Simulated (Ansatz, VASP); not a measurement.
**Two plane-wave programs on CdS**

Contents of INCAR:

```
SYSTEM = CdS
PREC = Accurate
ENCUT = 520
EDIFF = 1E-6
ISMEAR = 0
SIGMA = 0.1
LREAL = .FALSE.
LASPH = .TRUE.
NELM = 80
ALGO = Normal
ISIF = 2
LWAVE = .FALSE.
LCHARG = .FALSE.
GGA = RP
NBANDS = 16
```

Contents of KPOINTS:

```
regular mesh
0
G
  6 6 6
  0 0 0
```

File POSCAR:

```
CdS
1.0
    0.0000000000      2.9429534600      2.9429534600
    2.9429534600      0.0000000000      2.9429534600
    2.9429534600      2.9429534600      0.0000000000
Cd S
1 1
Direct
    0.0000000000      0.0000000000      0.0000000000
    0.7500000000      0.7500000000      0.7500000000
```

Input for Ansatz:

```yaml
crystal:
  lattice:
    - [0.0, 2.94295346, 2.94295346]
    - [2.94295346, 0.0, 2.94295346]
    - [2.94295346, 2.94295346, 0.0]
  atoms:
    - { symbol: Cd, position: [0.0, 0.0, 0.0] }
    - { symbol: S, position: [0.75, 0.75, 0.75] }
basis:
  ecutwfc: 420
kpoints:
  mp_grid: { grid: [6, 6, 6] }
hamiltonian:
  xc: rpbe
  pseudopotentials: { kind: paw, azcp: { folder: soft_1 } }
scf:
  occupations: { method: gaussian, width: 0.1 }
output:
  forces: true
  stress: true
  eigenvalues: true
```

Alike in both runs: task single point; functional RPBE; k mesh 6 × 6 × 6; occupations gaussian, width 0.1 eV; no spin polarisation.

|  | VASP | Ansatz |
| --- | --- | --- |
| version | VASP 6.6.1 | Ansatz 0.2.0 |
| potentials or method | VASP PAW PBE potentials, release 64 (Cd, S), cutoff 520 eV | scalar-relativistic, plane waves, PAW |
| valence electrons in the cell | 18 | 26 |

```tsv
	VASP	Ansatz	Ansatz less VASP
gap on the k mesh at the Fermi level (eV)	1.27	1.27	-0.003
least direct gap on the mesh (eV)	1.27	1.27	-0.003
pressure (GPa)	3.6	3.3	-0.29
```

VASP's potentials were made for PBE, not for RPBE. VASP's potentials hold 18 valence electrons a cell and Ansatz's 26, so a difference there can come from the potentials and not from the codes.
